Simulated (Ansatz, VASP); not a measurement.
Two plane-wave programs on SiC

File POSCAR:

```
SiC
1.0
   -1.5387796673     -2.6652445653      0.0000000000
    1.5387796672     -2.6652445654      0.0000000000
    0.0000000000      0.0000000000     16.0767691650
Si C
4 4
Direct
    0.3333333333      0.3333333333      0.0589419039
    0.6666666667      0.6666666667      0.3723372466
    0.0000000000      0.0000000000      0.5290697441
    0.0000000000      0.0000000000      0.2156744013
    0.3333333333      0.3333333333      0.5678748708
    0.6666666667      0.6666666667      0.2544795281
    1.0000000000      0.0000000000      0.4115910006
    1.0000000000      0.0000000000      0.0981956579
```

INCAR.step1

```
ALGO = Normal
EDIFF = 1E-4
ENCUT = 520
GGA = PE
ISMEAR = 0
LASPH = True
LCHARG = False
LREAL = False
LWAVE = True
NBANDS = 26
NELM = 80
PREC = Accurate
SIGMA = 0.05
```

INCAR.step2

```
ALGO = Normal
EDIFF = 1E-7
ENCUT = 520
ISIF = 2
ISMEAR = 0
ISTART = 1
LASPH = True
LCHARG = False
LMIXTAU = True
LREAL = False
LWAVE = False
METAGGA = R2SCAN
NBANDS = 26
NELM = 80
PREC = Accurate
SIGMA = 0.05
```

File KPOINTS:

```
k-points
0
Gamma
  8 8 3
```

Input for Ansatz:

```yaml
crystal:
  lattice:
    - [-1.5387796673, -2.6652445653, 0.0]
    - [1.5387796672, -2.6652445654, 0.0]
    - [0.0, 0.0, 16.076769165]
  atoms:
    - { symbol: Si, position: [0.3333333333, 0.3333333333, 0.0589419039] }
    - { symbol: Si, position: [0.6666666667, 0.6666666667, 0.3723372466] }
    - { symbol: Si, position: [0.0, 0.0, 0.5290697441] }
    - { symbol: Si, position: [0.0, 0.0, 0.2156744013] }
    - { symbol: C, position: [0.3333333333, 0.3333333333, 0.5678748708] }
    - { symbol: C, position: [0.6666666667, 0.6666666667, 0.2544795281] }
    - { symbol: C, position: [1.0, 0.0, 0.4115910006] }
    - { symbol: C, position: [1.0, 0.0, 0.0981956579] }
basis:
  ecutwfc: 500
kpoints:
  mp_grid: { grid: [8, 8, 3] }
hamiltonian:
  xc: r2scan
scf:
  occupations: { method: gaussian, width: 0.05 }
output:
  forces: true
  stress: true
  eigenvalues: true
```

Alike in both runs: task single point; functional r2SCAN; k mesh 8 × 8 × 3; occupations gaussian, width 0.05 eV; no spin polarisation.

```csv
,VASP,Ansatz
version,VASP 6.6.1,Ansatz 0.2.0
potentials or method,"VASP PAW PBE potentials, release 64 (Si, C), cutoff 520 eV","scalar-relativistic, plane waves, PAW"
valence electrons in the cell,32,32
```

|  | VASP | Ansatz | Ansatz less VASP |
| --- | --- | --- | --- |
| gap on the k mesh at the Fermi level (eV) | none | none | - |
| rms of the force components (eV/Å) | 0.916 | 0.915 | -0.0003 |

VASP's potentials were made for PBE, not for r2SCAN. Atom by atom the forces differ by 0.006 eV/Å (rms over components). A gap of «none» marks a metal or a gap that the smearing closes. With one functional, cell and mesh, what is left measures potentials, basis and numerics.
